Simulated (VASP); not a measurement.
# SnSe2 in VASP: further runs

The runs below take SnSe2 through single point, with PBEsol.

Everything below comes from runs of VASP 6.6.1. Logs are shortened: lines on timing, memory, paths and dates and some standing lists are left out, and cuts for length are marked.

## Step 1: The cell of the first run

It takes space group C2/m (No. 12, monoclinic). The conventional cell has a = 6.678 Å, b = 3.665 Å, c = 6.216 Å, α = 90.00°, β = 90.00°, γ = 90.00°. Within 3.5 Å of Sn (site symmetry 2/m) lie 6 Se at 2.68 to 2.73 Å. Se (site symmetry m) has 3 Sn at 2.68 to 2.73 Å within 3.5 Å.

## Step 2: Single point, PBEsol (uniaxial strain along a: -4.0 %)

INCAR

```
SYSTEM = SnSe2
PREC = Accurate ; ENCUT = 520
EDIFF = 1E-6 ; ISMEAR = 0
SIGMA = 0.02 ; LREAL = .FALSE.
LASPH = .TRUE. ; NELM = 80
ALGO = Normal ; ISIF = 2
LWAVE = .FALSE. ; LCHARG = .TRUE.
GGA = PS ; LELF = .TRUE.
LVHAR = .TRUE. ; NBANDS = 20
```

KPOINTS

```
Automatic mesh
0
G
  12 12 6
  0 0 0
```

POSCAR

```
SnSe2
1.0
    3.6647507830      0.0000000000      0.0000000000
   -1.8323753915      3.3390676556      0.0000000000
    0.0000000000      0.0000000000      6.2162226061
Sn Se
1 2
Direct
    0.0000000000      0.0000000000      0.0000000000
    0.6676168797      0.3352779434      0.7431152361
    0.3323831203      0.6647220566      0.2568847639
```

Potentials or basis: VASP PAW PBE potentials, release 64 (Sn_d, Se).

On the command line:

```console
> cat potpaw_PBE.64/Sn_d/POTCAR potpaw_PBE.64/Se/POTCAR > POTCAR
> mpirun -np 1 vasp_std > vasp.out
```

OUTCAR:

```text
SYSTEM = SnSe2
   PREC = Accurate
   ENCUT = 520
   EDIFF = 1E-6
   ISMEAR = 0
   LREAL = .FALSE.
   LASPH = .TRUE.
   NELM = 80
   ISIF = 2
   GGA = PS

 ion  position               nearest neighbor table
   1  0.000  0.000  0.000-   2 2.68   3 2.68   3 2.68   2 2.68   2 2.73   3 2.73
   2  0.668  0.335  0.743-   1 2.68   1 2.68   1 2.73
   3  0.332  0.665  0.257-   1 2.68   1 2.68   1 2.73

  LATTYP: Found a base centered orthorhombic cell.
 ALAT       =     3.6647507830
 B/A-ratio  =     1.8222617871
 C/A-ratio  =     1.6962197361

  Lattice vectors:

 A1 = (   1.8323753915,  -3.3390676556,   0.0000000000)
 A2 = (   1.8323753915,   3.3390676556,   0.0000000000)
 A3 = (   0.0000000000,   0.0000000000,   6.2162226061)

Analysis of symmetry for initial positions (statically):
=====================================================================
 Subroutine PRICEL returns:
 Original cell was already a primitive cell.

 Routine SETGRP: Setting up the symmetry group for a
 base centered orthorhombic supercell.

 Subroutine GETGRP returns: Found  2 space group operations
 (whereof  2 operations were pure point group operations)
 out of a pool of  8 trial point group operations.

The static configuration has the point symmetry S_2 .

Analysis of symmetry for dynamics (positions and initial velocities):
=====================================================================
 Subroutine PRICEL returns:
 Original cell was already a primitive cell.

 Routine SETGRP: Setting up the symmetry group for a
 base centered orthorhombic supercell.

 Subroutine GETGRP returns: Found  2 space group operations
 (whereof  2 operations were pure point group operations)
 out of a pool of  8 trial point group operations.

The dynamic configuration has the point symmetry S_2 .

 Subroutine INISYM returns: Found  2 space group operations
 (whereof  2 operations are pure point group operations),
 and found     1 'primitive' translations

----------------------------------------------------------------------------------------

                                     Primitive cell

  volume of cell :      76.0670

  direct lattice vectors                    reciprocal lattice vectors
     3.664750783  0.000000000  0.000000000     0.272869851  0.149742399  0.000000000
    -1.832375392  3.339067656  0.000000000     0.000000000  0.299484797  0.000000000
     0.000000000  0.000000000  6.216222606     0.000000000  0.000000000  0.160869400

  length of vectors
     3.664750783  3.808801962  6.216222606     0.311256713  0.299484797  0.160869400

  position of ions in fractional coordinates (direct lattice)
     0.000000000  0.000000000  0.000000000
     0.667616880  0.335277943  0.743115236
     0.332383120  0.664722057  0.256884764

  ion indices of the primitive-cell ions
   primitive index   ion index
                 1           1
                 2           2
                 3           3

----------------------------------------------------------------------------------------

 KPOINTS: Automatic mesh

Automatic generation of k-mesh.
 Grid dimensions read from file:
 generate k-points for:   12   12    6

 Generating k-lattice:

  Cartesian coordinates                     Fractional coordinates (reciprocal lattice)
     0.022739154  0.012478533  0.000000000     0.083333333  0.000000000  0.000000000
     0.000000000  0.024957066  0.000000000     0.000000000  0.083333333  0.000000000
     0.000000000  0.000000000  0.026811567     0.000000000  0.000000000  0.166666667

  Length of vectors
     0.025938059  0.024957066  0.026811567

  Shift w.r.t. Gamma in fractional coordinates (k-lattice)
     0.000000000  0.000000000  0.000000000

 Subroutine IBZKPT returns following result:
 ===========================================

 Found    436 irreducible k-points:

 Following reciprocal coordinates:
            Coordinates               Weight
  0.000000  0.000000  0.000000      1.000000
  0.083333  0.000000  0.000000      2.000000
  0.083333 -0.083333  0.000000      2.000000
  0.166667  0.000000  0.000000      2.000000
  0.166667 -0.166667  0.000000      2.000000
  0.250000  0.000000  0.000000      2.000000
[... 16 lines left out ...]
  0.416667  0.083333  0.000000      2.000000
  0.416667  0.500000  0.000000      2.000000
 [... further k-points ...]
   k-points           NKPTS =    436   k-points in BZ     NKDIM =    436   number of bands    NBANDS=     20
   number of dos      NEDOS =    301   number of ions     NIONS =      3
   total plane-waves  NPLWV =  37632
   dimension x,y,z NGX =    28 NGY =   28 NGZ =   48
   dimension x,y,z NGXF=    56 NGYF=   56 NGZF=   96
   ions per type =               1   2
   NGX,Y,Z   is equivalent  to a cutoff of  12.70, 12.22, 12.84 a.u.
   NGXF,Y,Z  is equivalent  to a cutoff of  25.40, 24.44, 25.67 a.u.
 SYSTEM =  SnSe2
   PREC   = accura    normal or accurate (medium, high low for compatibility)
   ISTART =      0    job   : 0-new  1-cont  2-samecut
   ICHARG =      2    charge: 1-file 2-atom 10-const
   ISPIN  =      1    spin polarized calculation?
   LNONCOLLINEAR =      F non collinear calculations
   LSORBIT =      F    spin-orbit coupling
   LASPH  =      T    aspherical Exc in radial PAW
   ENCUT  =  520.0 eV  38.22 Ry    6.18 a.u.   6.81  7.08 11.56*2*pi/ulx,y,z
   NELM   =     80;   NELMIN=  2; NELMDL= -5     # of ELM steps
   EDIFF  = 0.1E-05   stopping-criterion for ELM
   LREAL  =      F    real-space projection
   EDIFFG = 0.1E-04   stopping-criterion for IOM
   NSW    =      0    number of steps for IOM
   IBRION =     -1    ionic relax: 0-MD 1-quasi-New 2-CG
   NFREE  =      0    steps in history (QN), initial steepest desc. (CG)
   ISIF   =      2    stress and relaxation
   ISYM   =      2    0-nonsym 1-usesym 2-fastsym
   POTIM  = 0.5000    time-step for ionic-motion
   TEBEG  =    0.0;   TEEND  =   0.0 temperature during run
   PSTRESS=    0.0 pullay stress
   NELECT =      26.0000    total number of electrons
   NUPDOWN=      -1.0000    fix difference up-down
   EMIN   =  10.00;   EMAX   =-10.00  energy-range for DOS
   EFERMI =   0.00;   METHOD = LEGACY
   ISMEAR =     0;   SIGMA  =   0.02  broadening in eV -4-tet -1-fermi 0-gaus
   EFERMI_NEDOS =   21; number of points for ismear=-14 and -15
   IALGO  =     38    algorithm
   IMIX   =      4    mixing-type and parameters
     AMIX     =   0.40;   BMIX     =  1.00
     AMIX_MAG =   1.60;   BMIX_MAG =  1.00
  volume/ion in A,a.u.               =      25.36       171.11
  Fermi-wavevector in a.u.,A,eV,Ry     =   1.144635  2.163047 17.826223  1.310190
  Thomas-Fermi vector in A             =   2.281327
   LORBIT       =      0    0 simple, 1 ext, 2 COOP (PROOUT), +10 PAW based schemes
   GGA     = PS    functional components
   LHFCALC =     F    Hartree Fock is set to
   AEXX    =    0.0000 exact exchange contribution
   IVDW    =     0    specifies the selected vdW correction
   LEPSILON=     F    determine dielectric tensor
   LRPA    =     F    only Hartree local field effects (RPA)
 non-spin polarized calculation
 Gauss-broadening in eV      SIGMA  =   0.02
  energy-cutoff  :      520.00
  volume of cell :       76.07
 maximum number of plane-waves:      2072
   NGX = 13   NGY = 15   NGZ = 23

 number of electron      25.9999998 magnetization

 Free energy of the ion-electron system (eV)
  ---------------------------------------------------
  ext. energy  EPLUGINS =         0.00000000
  ---------------------------------------------------
  free energy    TOTEN  =       -12.94131744 eV

  energy without entropy =      -12.94131744  energy(sigma->0) =      -12.94131744

 E-fermi :   4.5697     XC(G=0):  -9.7417

 val. band max:        4.4478331203   @ k =   0.0000  -0.1667   0.1667
 cond. band min:       4.6858499545   @ k =   0.5000   0.5000  -0.3333
 fundamental gap:      0.2380168342
 Fermi energy:         4.5696901916

 k-point     1 :       0.0000    0.0000    0.0000
  band No.  band energies     occupation
      1     -16.9494      2.00000
      2     -16.9280      2.00000
      3     -16.8915      2.00000
      4     -16.8839      2.00000
      5     -16.8738      2.00000
      6      -9.7926      2.00000
[... 12 lines left out ...]
     19      12.9359      0.00000
     20      13.6286      0.00000

 k-point     2 :       0.0833    0.0000    0.0000
  band No.  band energies     occupation
      1     -16.9467      2.00000
      2     -16.9302      2.00000
      3     -16.8895      2.00000
      4     -16.8861      2.00000
      5     -16.8739      2.00000
      6      -9.7182      2.00000
[... 12 lines left out ...]
     19      12.5332      0.00000
     20      13.1986      0.00000

 k-point     3 :       0.0833   -0.0833    0.0000
  band No.  band energies     occupation
      1     -16.9467      2.00000
      2     -16.9302      2.00000
      3     -16.8895      2.00000
      4     -16.8861      2.00000
      5     -16.8739      2.00000
      6      -9.7182      2.00000
[... 12 lines left out ...]
     19      12.5335      0.00000
     20      13.1984      0.00000

 k-point     4 :       0.1667    0.0000    0.0000
  band No.  band energies     occupation
      1     -16.9480      2.00000
      2     -16.9297      2.00000
      3     -16.8926      2.00000
      4     -16.8825      2.00000
      5     -16.8730      2.00000
      6      -9.4995      2.00000
[... 12 lines left out ...]
     19      12.4044      0.00000
     20      13.3384      0.00000

 k-point     5 :       0.1667   -0.1667    0.0000
  band No.  band energies     occupation
      1     -16.9480      2.00000
      2     -16.9297      2.00000
      3     -16.8926      2.00000
      4     -16.8825      2.00000
      5     -16.8730      2.00000
      6      -9.4995      2.00000
[... 12 lines left out ...]
     19      12.4046      0.00000
     20      13.3383      0.00000
[... 353 lines left out ...]
      6      -8.4639      2.00000
[... 12 lines left out ...]
     19      13.5302      0.00000
     20      14.3422      0.00000

 k-point    22 :       0.3333   -0.4167    0.0000
  band No.  band energies     occupation
      1     -16.9826      2.00000
      2     -16.9171      2.00000
      3     -16.9062      2.00000
      4     -16.8608      2.00000
      5     -16.8573      2.00000
      6      -8.4638      2.00000
[... 12 lines left out ...]
     19      13.5302      0.00000
     20      14.3420      0.00000

 k-point    23 :       0.4167    0.0833    0.0000
  band No.  band energies     occupation
      1     -16.9918      2.00000
      2     -16.9161      2.00000
      3     -16.9091      2.00000
      4     -16.8569      2.00000
      5     -16.8493      2.00000
      6      -8.0798      2.00000
[... 12 lines left out ...]
     19      14.0135      0.00000
     20      14.8121      0.00000

 k-point    24 :       0.4167    0.5000    0.0000
  band No.  band energies     occupation
      1     -16.9918      2.00000
      2     -16.9161      2.00000
      3     -16.9091      2.00000
      4     -16.8569      2.00000
      5     -16.8493      2.00000
      6      -8.0797      2.00000
[... 12 lines left out ...]
     19      14.0134      0.00000
     20      14.8119      0.00000

 [... further k-points ...]

------------------------ aborting loop because EDIFF is reached ----------------------------------------

  FORCE on cell =-STRESS in cart. coord.  units (eV):
  Direction    XX          YY          ZZ          XY          YZ          ZX
  --------------------------------------------------------------------------------------
  -------------------------------------------------------------------------------------
  Total        2.2295870      0.1113768      0.3983926      0.0002457     -0.1371624     -0.0009318
  in kB       46.9611561      2.3458976      8.3912293      0.0051753     -2.8890125     -0.0196258
  external PRESSURE =      19.2327610 kB  Pullay stress =       0.0000000 kB

 VOLUME and BASIS-vectors are now :
 -----------------------------------------------------------------------------
  energy-cutoff  :      520.00
  volume of cell :       76.07
      direct lattice vectors                 reciprocal lattice vectors
     3.664750783  0.000000000  0.000000000     0.272869851  0.149742399  0.000000000
    -1.832375392  3.339067656  0.000000000     0.000000000  0.299484797  0.000000000
     0.000000000  0.000000000  6.216222606     0.000000000  0.000000000  0.160869400

 POSITION                                       TOTAL-FORCE (eV/Angst)
 -----------------------------------------------------------------------------------
      0.00000      0.00000      0.00000         0.000000      0.000000      0.000000
      1.83229      1.11952      4.61937         0.000351      0.038560     -0.107283
      0.00008      2.21955      1.59685        -0.000351     -0.038560      0.107283
 -----------------------------------------------------------------------------------
    total drift:                               -0.000000     -0.000000     -0.000000

  FREE ENERGIE OF THE ION-ELECTRON SYSTEM (eV)
  ---------------------------------------------------
  free  energy   TOTEN  =       -12.9413174385 eV

  energy  without entropy=      -12.9413174385  energy(sigma->0) =      -12.94131744
```

Run time: 4.1 min. Hardware: 1 thread of Intel Xeon Platinum 8488C (Sapphire Rapids), shared host; peak memory 0.68 GiB.

What came out:

| Item | Value |
| --- | --- |
| Free energy | -12.9413 eV |
| Pressure | 1.9 GPa |
| Largest force | 0.114 eV/Å |
| Band gap on the k mesh | 0.24 eV (least direct gap 1.05 eV) |

Forces in eV/Å, atoms in the order of the input:
```
Sn   0.000  0.000  0.000
Se   0.000  0.039 -0.107
Se   0.000 -0.039  0.107
```

Stress tensor (GPa, compression positive):
```
 4.70  0.00  0.00
 0.00  0.23 -0.29
 0.00 -0.29  0.84
```

Caveat: the cell differs from its parent crystal (uniaxial strain along a: -4.0 %); semilocal functionals underestimate gaps, and a narrow one can read as zero; the PAW data sets were made with another functional, which shifts forces and pressure a little; spin-orbit coupling is left out, which moves the levels of the heavy elements; this functional lacks dispersion, which binds layers or chains, so the pressure and a relaxed spacing across them are unreliable. A k mesh can miss the band edges.

## Step 3: Single point, PBEsol (uniaxial strain along a: -2.0 %, then relaxed in part)

INCAR

```
PREC = Accurate
ENCUT = 520
EDIFF = 1E-6
ISMEAR = 0
SIGMA = 0.02
LREAL = False
LASPH = True
NELM = 60
ALGO = Normal
ISIF = 2
LWAVE = False
LCHARG = False
GGA = PS
NBANDS = 20
```

KPOINTS

```
Automatic mesh
0
Gamma
  12 12 6
```

POSCAR

```
SnSe2
1.0
    3.7410997135      0.0005751060      0.0000000000
   -1.8700390948      3.3204362104      0.0000000000
    0.0000000000      0.0000000000      6.2150425792
Sn Se
1 2
Direct
    0.0000000000      0.0000000000      0.0000000000
    0.6676168797      0.3352779434      0.7431152361
    0.3323831203      0.6647220566      0.2568847639
```

Potentials or basis: VASP PAW PBE potentials, release 64 (Sn_d, Se).

On the command line:

```console
> cat potpaw_PBE.64/Sn_d/POTCAR potpaw_PBE.64/Se/POTCAR > POTCAR
> mpirun -np 1 vasp_std > vasp.out
```

OUTCAR:

```text
PREC = Accurate
   ENCUT = 520
   EDIFF = 1E-6
   ISMEAR = 0
   LREAL = False
   LASPH = True
   NELM = 60
   ISIF = 2
   GGA = PS

 ion  position               nearest neighbor table
   1  0.000  0.000  0.000-   2 2.70   3 2.70   2 2.70   3 2.70   2 2.72   3 2.72
   2  0.668  0.335  0.743-   1 2.70   1 2.70   1 2.72
   3  0.332  0.665  0.257-   1 2.70   1 2.70   1 2.72

  LATTYP: Found a simple monoclinic cell.
 ALAT       =     3.7410997577
 B/A-ratio  =     1.6612875843
 C/A-ratio  =     1.0186360775
 COS(beta)  =    -0.4905844503

[... 744 lines left out ...]

  FORCE on cell =-STRESS in cart. coord.  units (eV):
  Direction    XX          YY          ZZ          XY          YZ          ZX
  --------------------------------------------------------------------------------------
  -------------------------------------------------------------------------------------
  Total        0.9955010      0.0478841      0.0617650     -0.0053435     -0.0145531      0.0002131
  in kB       20.6574242      0.9936331      1.2816717     -0.1108821     -0.3019882      0.0044228
  external PRESSURE =       7.6442430 kB  Pullay stress =       0.0000000 kB

 VOLUME and BASIS-vectors are now :
 -----------------------------------------------------------------------------
  energy-cutoff  :      520.00
  volume of cell :       77.21
      direct lattice vectors                 reciprocal lattice vectors
     3.741099714  0.000575106  0.000000000     0.267277941  0.150528475  0.000000000
    -1.870039095  3.320436210  0.000000000    -0.000046293  0.301139178  0.000000000
     0.000000000  0.000000000  6.215042579     0.000000000  0.000000000  0.160899944

 POSITION                                       TOTAL-FORCE (eV/Angst)
 -----------------------------------------------------------------------------------
      0.00000      0.00000      0.00000         0.000000      0.000000      0.000000
      1.87064      1.11365      4.61849        -0.000025      0.000635     -0.019489
      0.00042      2.20736      1.59655         0.000025     -0.000635      0.019489
 -----------------------------------------------------------------------------------
    total drift:                               -0.000000     -0.000000     -0.000000

  FREE ENERGIE OF THE ION-ELECTRON SYSTEM (eV)
  ---------------------------------------------------
  free  energy   TOTEN  =       -12.9739634198 eV

  energy  without entropy=      -12.9739634198  energy(sigma->0) =      -12.97396342
```

OSZICAR:

```text
N       E                     dE             d eps       ncg     rms          rms(c)
DAV:   1     0.203579598289E+03    0.20358E+03   -0.12151E+04 17864   0.147E+03
DAV:   2     0.102950668967E+02   -0.19328E+03   -0.18600E+03 18560   0.386E+02
DAV:   3    -0.124281730267E+02   -0.22723E+02   -0.22193E+02 21140   0.114E+02
DAV:   4    -0.132186194874E+02   -0.79045E+00   -0.78891E+00 20832   0.222E+01
DAV:   5    -0.132373350829E+02   -0.18716E-01   -0.18714E-01 24044   0.359E+00    0.501E+00
DAV:   6    -0.130028135618E+02    0.23452E+00   -0.45096E-01 26104   0.748E+00    0.317E+00
DAV:   7    -0.129758070323E+02    0.27007E-01   -0.13699E-01 20952   0.257E+00    0.887E-01
DAV:   8    -0.129739355520E+02    0.18715E-02   -0.10860E-02 22496   0.975E-01    0.259E-01
DAV:   9    -0.129739522644E+02   -0.16712E-04   -0.11459E-03 19840   0.245E-01    0.744E-02
DAV:  10    -0.129739520808E+02    0.18364E-06   -0.92945E-05 21652   0.626E-02    0.281E-02
DAV:  11    -0.129739632283E+02   -0.11148E-04   -0.20452E-05 19540   0.263E-02    0.582E-03
DAV:  12    -0.129739634198E+02   -0.19148E-06   -0.87830E-07 14608   0.651E-03
   1 F= -.12973963E+02 E0= -.12973963E+02  d E =-.101316E-19
```

Run time: 4.3 min. Hardware: 1 thread of Intel Xeon Platinum 8488C (Sapphire Rapids), shared host; peak memory 0.69 GiB.

What came out:

| Property | Result |
| --- | --- |
| Free energy | -12.9740 eV |
| Pressure | 0.8 GPa |
| Largest force | 0.019 eV/Å |
| Band gap on the k mesh | 0.39 eV (least direct gap 1.08 eV) |

Forces on the atoms (eV/Å):
```
Sn   0.000  0.000  0.000
Se   0.000  0.001 -0.019
Se   0.000 -0.001  0.019
```

Stress tensor (GPa, compression positive):
```
 2.07 -0.01  0.00
-0.01  0.10 -0.03
 0.00 -0.03  0.13
```

Caveat: the cell differs from its parent crystal (uniaxial strain along a: -2.0 %, then relaxed in part); semilocal functionals underestimate gaps, and a narrow one can read as zero; the PAW data sets were made with another functional, which shifts forces and pressure a little; spin-orbit coupling is left out, which moves the levels of the heavy elements. A k mesh can miss the band edges.

(Part 1 of 2 ends here.)
